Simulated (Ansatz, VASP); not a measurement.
One calculation of Ti4C, two programs

The input INCAR:

```
ALGO     = Normal         # electronic algorithm
EDIFF    = 1E-6           # SCF threshold, eV
EDIFFG   = -0.01          # ionic threshold
ENCUT    = 600            # plane-wave cutoff, eV
GGA      = PE             # functional
IBRION   = 2              # ionic algorithm
ISIF     = 3              # what is computed and relaxed
ISMEAR   = 0              # smearing method
LASPH    = T              # aspherical terms in the spheres
LCHARG   = F              # write CHGCAR
LREAL    = F              # projectors in reciprocal space
LWAVE    = F              # write WAVECAR
NELM     = 60             # most SCF steps
NSW      = 100            # ionic steps
PREC     = Accurate       # precision mode
SIGMA    = 0.1            # smearing width, eV
```

KPOINTS

```
k-points
0
Gamma
  10 10 10
```

Contents of POSCAR:

```
Ti4C
1.0
    4.2271090868      0.0000000000      0.0000000000
    0.0000000000      4.2271090868      0.0000000000
    0.0000000000      0.0000000000      4.2271090868
Ti C
4 1
Direct
    0.0000000000      0.5000000000      0.0000000000
    0.0000000000      0.0000000000      0.5000000000
    0.5000000000      0.0000000000      0.0000000000
    0.5000000000      0.5000000000      0.5000000000
    0.0000000000      0.0000000000      0.0000000000
```

Input for Ansatz:

```yaml
crystal:
  lattice:
    - [4.2271090868, 0.0, 0.0]
    - [0.0, 4.2271090868, 0.0]
    - [0.0, 0.0, 4.2271090868]
  atoms:
    - { symbol: Ti, position: [0.0, 0.5, 0.0] }
    - { symbol: Ti, position: [0.0, 0.0, 0.5] }
    - { symbol: Ti, position: [0.5, 0.0, 0.0] }
    - { symbol: Ti, position: [0.5, 0.5, 0.5] }
    - { symbol: C, position: [0.0, 0.0, 0.0] }
basis:
  ecutwfc: 420
kpoints:
  mp_grid: { grid: [10, 10, 10] }
hamiltonian:
  xc: pbe
scf:
  occupations: { method: gaussian, width: 0.1 }
output:
  forces: true
  stress: true
  eigenvalues: true
relax:
  adjacent_minimum: "off"
  f_tol: 0.01
  max_steps: 80
  cell: { stress_tol: 0.05 }
```

Alike in both runs: task relaxation of cell and atoms; functional PBE; k mesh 10 × 10 × 10; occupations gaussian, width 0.1 eV; no spin polarisation.

```csv
,VASP,Ansatz
version,VASP 6.6.1,Ansatz 0.2.0
potentials or method,"VASP PAW PBE potentials, release 64 (Ti_sv, C), cutoff 600 eV","scalar-relativistic, plane waves, PAW"
valence electrons in the cell,52,52
```

|  | VASP | Ansatz | Ansatz less VASP |
| --- | --- | --- | --- |
| gap on the k mesh at the Fermi level, each at its own relaxed structure (eV) | none | none | - |
| relaxed volume (Å³/atom) | 15.13 | 15.13 | -0.002 |
| relaxed cell length with the largest relative difference (Å) | 4.229 | 4.229 | -0.0002 |

A gap of «none» marks a metal or a gap that the smearing closes.
